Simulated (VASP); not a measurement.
A run of VASP 6.6.1 is set up as follows.

INCAR

```
SYSTEM = Al
PREC     = Accurate       ! precision mode
ENCUT    = 520            ! plane-wave cutoff, eV
EDIFF    = 1E-6           ! SCF threshold, eV
ISMEAR   = 0              ! smearing method
SIGMA    = 0.15           ! smearing width, eV
LREAL    = .FALSE.        ! projectors in reciprocal space
LASPH    = .TRUE.         ! aspherical terms in the spheres
NELM     = 100            ! most SCF steps
ALGO     = Fast           ! electronic algorithm
ISIF     = 2              ! what is computed and relaxed
LWAVE    = .FALSE.        ! write WAVECAR
LCHARG   = .FALSE.        ! write CHGCAR
GGA      = PS             ! functional
NBANDS   = 8              ! bands
```

KPOINTS

```
Automatic mesh
0
G
  20 20 20
  0 0 0
```

Contents of POSCAR:

```
Al
1.0
   -1.6150869704      1.6150869704      1.5912186900
    1.6150869704     -1.6150869704      1.5912186900
    1.6150869704      1.6150869704     -1.5912186900
Al
1
Direct
    0.0000000000      0.0000000000      0.0000000000
```

Potentials or basis: VASP PAW PBE potentials, release 64 (Al).

Command:

```console
$ cat potpaw_PBE.64/Al/POTCAR > POTCAR
$ mpirun -np 1 vasp_std > vasp.out
```

Predict the pressure.

-0.1 GPa.

Predict the band gap on the k mesh.

zero (an odd number of electrons rules out a gap without spin polarisation).

Stress tensor (GPa, compression positive):
```
 0.14  0.00  0.00
 0.00  0.14  0.00
 0.00  0.00 -0.43
```

Caveat: the cell differs from its parent crystal (strain +0.015 along x and y, +0.000 along z); the PAW data sets were made with another functional, which shifts forces and pressure a little.
